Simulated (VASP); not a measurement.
Input of a VASP 6.6.1 run:

File INCAR:

```
PREC     = Accurate       # precision mode
ENCUT    = 600            # plane-wave cutoff, eV
EDIFF    = 1E-6           # SCF threshold, eV
ISMEAR   = -1             # smearing method
SIGMA    = 0.05           # smearing width, eV
LREAL    = False          # projectors in reciprocal space
LASPH    = True           # aspherical terms in the spheres
NELM     = 100            # most SCF steps
ALGO     = Normal         # electronic algorithm
ISIF     = 3              # what is computed and relaxed
LWAVE    = False          # write WAVECAR
LCHARG   = False          # write CHGCAR
GGA      = RP             # functional
IVDW     = 12             # dispersion correction
IBRION   = 2              # ionic algorithm
NSW      = 60             # ionic steps
EDIFFG   = -0.01          # ionic threshold
```

Contents of KPOINTS:

```
regular mesh
0
Gamma
  9 9 9
```

POSCAR

```
HfO2
1.0
    0.0000000000      2.5575000000      2.5575000000
    2.5575000000      0.0000000000      2.5575000000
    2.5575000000      2.5575000000      0.0000000000
Hf O
1 2
Direct
    0.0000000000      0.0000000000      0.0000000000
    0.7500000000      0.7500000000      0.7500000000
    0.2500000000      0.2500000000      0.2500000000
```

Potentials or basis: VASP PAW PBE potentials, release 64 (Hf_pv, O).

Command:

```bash
$ cat potpaw_PBE.64/Hf_pv/POTCAR potpaw_PBE.64/O/POTCAR > POTCAR
$ mpirun -np 1 vasp_std > vasp.out
```

Q: Estimate the relaxed volume.

A: 10.14 Å³/atom.

Q: Estimate the band gap on the k mesh.

A: 4.18 eV (least direct gap 4.34 eV).

Q: Predict the relaxed cell.

A: a = 3.504 Å, b = 3.504 Å, c = 3.504 Å, α = 60.00°, β = 60.00°, γ = 60.00°.

Step by step:
| step | energy change (eV) | largest force (eV/Å) | pressure (GPa) | volume (Å³) |
| --- | --- | --- | --- | --- |
| 1 | 0.0000 | 0.0000 | -23.13 | 33.46 |
| 2 | 0.4502 | 0.0000 | 60.35 | 26.25 |
| 3 | -0.2385 | 0.0000 | -1.18 | 30.54 |
| 4 | -0.2389 | 0.0000 | -0.20 | 30.44 |
| 5 | -0.2389 | 0.0000 | 0.37 | 30.38 |
| 6 | -0.2389 | 0.0000 | -0.52 | 30.47 |
| 7 | -0.2390 | 0.0000 | 0.02 | 30.42 |

Caveat: the PAW data sets were made with another functional, which shifts forces and pressure a little; spin-orbit coupling is left out, which moves the levels of the heavy elements; an odd mesh through Γ misses points on the zone boundary, where band edges can lie. As with any semilocal functional, this RPBE gap is likely too small.
